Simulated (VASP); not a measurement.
A run of VASP 6.6.1 is set up as follows.

INCAR

```
ALGO = Fast ; EDIFF = 1E-7
EDIFFG = -0.03 ; ENCUT = 600
GGA = PE ; IBRION = 2
ISIF = 3 ; ISMEAR = 0
LASPH = T ; LCHARG = F
LREAL = F ; LWAVE = F
NELM = 60 ; NSW = 80
PREC = Accurate ; SIGMA = 0.05
```

Contents of KPOINTS:

```
k-points
0
Gamma
  10 10 6
```

The input POSCAR:

```
Be
1.0
    2.2900000000      0.0000000000      0.0000000000
   -1.1450000000      1.9831981747      0.0000000000
    0.0000000000      0.0000000000      3.5884300000
Be
2
Direct
    0.3333333333      0.6666666667      0.7500000000
    0.6666666667      0.3333333333      0.2500000000
```

Potentials or basis: VASP PAW PBE potentials, release 64 (Be).

The run is started by

```sh
$ cat potpaw_PBE.64/Be/POTCAR > POTCAR
$ mpirun -np 1 vasp_std > vasp.out
```

(1) What does it give for the relaxed cell?

(2) Estimate the band gap on the k mesh.

(3) Predict the relaxed volume.

(4) Predict the space group after relaxing (to 0.1 Å).

## Answers

(1) a = 2.282 Å, b = 2.282 Å, c = 3.534 Å, α = 90.00°, β = 90.00°, γ = 120.00°.

(2) zero (bands 2 and 3 overlap by 0.77 eV).

(3) 7.97 Å³/atom.

(4) P6_3/mmc (No. 194).
